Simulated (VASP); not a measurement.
Input of a VASP 6.6.1 run:

Contents of INCAR:

```
SYSTEM = Zn
PREC = Accurate
ENCUT = 600
EDIFF = 1E-6
ISMEAR = -1
SIGMA = 0.1
LREAL = .False.
LASPH = .True.
NELM = 100
ALGO = Normal
ISIF = 3
LWAVE = .False.
LCHARG = .False.
GGA = PE
IBRION = 2
NSW = 32
EDIFFG = -0.005
PSTRESS = 1200.0
```

Contents of KPOINTS:

```
regular mesh
0
Gamma
  10 10 13
  0 0 0
```

File POSCAR:

```
Zn
1.0
    3.7710686109      0.0000000000      0.0000000000
   -1.8855343054      3.2658412164      0.0000000000
    0.0000000000      0.0000000000      2.2881611897
Zn
3
Direct
    0.0000000000      0.0000000000      0.0000000000
    0.3333333333      0.6666666667      0.5000000000
    0.6666666667      0.3333333333      0.5000000000
```

Potentials or basis: VASP PAW PBE potentials, release 64 (Zn).

Command:

```bash
$ cat potpaw_PBE.64/Zn/POTCAR > POTCAR
$ mpirun -np 1 vasp_std > vasp.out
```

Problem. What does it give for the relaxed cell?

Solution. a = 3.776 Å, b = 3.776 Å, c = 2.291 Å, α = 90.00°, β = 90.00°, γ = 120.00°.

Problem. What does it give for the band gap on the k mesh?

Solution. Zero (band 18 reaches 13.04 eV, above the bottom of band 19 at 7.54 eV).

Problem. Predict the relaxed volume.

Solution. 9.43 Å³/atom.

Step by step:
| step | energy change (eV) | largest force (eV/Å) | pressure (GPa) | volume (Å³) |
| --- | --- | --- | --- | --- |
| 1 | 0.0000 | 0.0000 | 121.93 | 28.18 |
| 2 | -0.3408 | 0.0000 | 113.27 | 28.64 |
| 3 | -0.0765 | 0.0000 | 119.90 | 28.28 |
| 4 | -0.0726 | 0.0000 | 120.12 | 28.28 |
| 5 | -0.0747 | 0.0000 | 119.98 | 28.28 |

Caveat: the cell is relaxed towards a set pressure, so the enthalpy falls and the energy may rise.
